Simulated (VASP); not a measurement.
Runs of VASP 6.6.1 on BaMnO3. The structure is cubic, space group Pm-3m (No. 221). Conventional cell: a = 4.033 Å, b = 4.033 Å, c = 4.033 Å, α = 90.00°, β = 90.00°, γ = 90.00°. Within 3.8 Å of Ba (site symmetry m-3m) lie 12 O at 2.85 Å and 8 Mn at 3.49 Å. Mn (site symmetry m-3m) has 6 O at 2.02 Å within 2.7 Å. O (site symmetry 4/mmm) has 2 Mn at 2.02 Å within 2.7 Å. 

| level | U | gap on the mesh (eV) | pressure (GPa) | moment (μB) |
| --- | --- | --- | --- | --- |
| LDA+U | Mn d U = 3.0 eV | none | -13.4 | 3.17 |
| LDA | - | none | -18.0 | (a) |
| LDA+U | Mn d U = 6.0 eV | none | -8.5 | 3.06 |
| LDA+U | Mn d U = 4.5 eV | none | (c) | (b) |
| LDA+U | Mn d U = 1.5 eV | none | -16.0 | 3.14 |

Alike in all rows: task single point; potentials or basis VASP PAW LDA potentials, release 64 (Ba_sv, Mn_pv, O); spin collinear, ferromagnetic start; cell as given; k mesh 5 × 5 × 5; cutoff (eV) 600; smearing fermi-dirac 0.1 eV.

Fill in the values left out.

(a) 3.02; (b) 3.10; (c) -10.8.

Caveats: the cell stands under tension; spin-orbit coupling is left out, which moves the levels of the heavy elements; a cell with one magnetic atom can't hold antiferromagnetic order, which such compounds often take; semilocal functionals often make such compounds metallic where correlation or magnetic order opens a gap, which also shifts bond lengths (at least some runs).

A k mesh can miss the band edges, and the runs leave out spin-orbit coupling on Ba.

A gap of «none» marks levels without a gap at the run's occupations.
